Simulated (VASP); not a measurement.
Write the native input for VASP 6.6.1 that does the following.

- Task: single point
- Functional: PBE
- Potentials or basis: VASP PAW PBE potentials, release 64 (Cs_sv, H)
- Cutoff: 500 eV
- k mesh: 4 × 4 × 4
- Occupations: gaussian, width 0.1 eV
- Spin: no spin polarisation
- Dipole correction: no
- Further INCAR settings: ALGO = Normal; EDIFF = 1e-06; NBANDS = 22

The structure of Cs3H lies in POSCAR:

```
Cs3H
1.0
   -4.2558473500      4.2558473500      4.3273725800
    4.2558473500     -4.2558473500      4.3273725800
    4.2558473500      4.2558473500     -4.3273725800
Cs H
3 1
Direct
    0.5000000000      0.0000000000      0.5000000000
    0.0000000000      0.5000000000      0.5000000000
    0.0000000000      0.0000000000      0.0000000000
    0.5000000000      0.5000000000      0.0000000000
```

The cell was generated, and may not be a known phase.

The input as run:

INCAR

```
SYSTEM = Cs3H
ALGO = Normal
EDIFF = 1E-6
ENCUT = 500
GGA = PE
GGA_COMPAT = .False.
ISIF = 2
ISMEAR = 0
LASPH = .True.
LCHARG = .False.
LREAL = .False.
LWAVE = .False.
NBANDS = 22
NELM = 120
PREC = Accurate
SIGMA = 0.1
```

KPOINTS

```
k-points
0
Gamma
  4 4 4
  0 0 0
```

Potentials or basis: VASP PAW PBE potentials, release 64 (Cs_sv, H).

The run is started by

```bash
$ cat potpaw_PBE.64/Cs_sv/POTCAR potpaw_PBE.64/H/POTCAR > POTCAR
$ mpirun -np 1 vasp_std > vasp.out
```

It gave:

The pressure is 0.2 GPa and the band gap on the k mesh is zero (bands 14 and 15 overlap by 0.11 eV).

Caveat: spin-orbit coupling is left out, which moves the levels of the heavy elements.

Wall time 62 s on 1 thread of Intel(R) Xeon(R) 6975P-C (Granite Rapids) (shared host), peak memory 0.41 GiB.
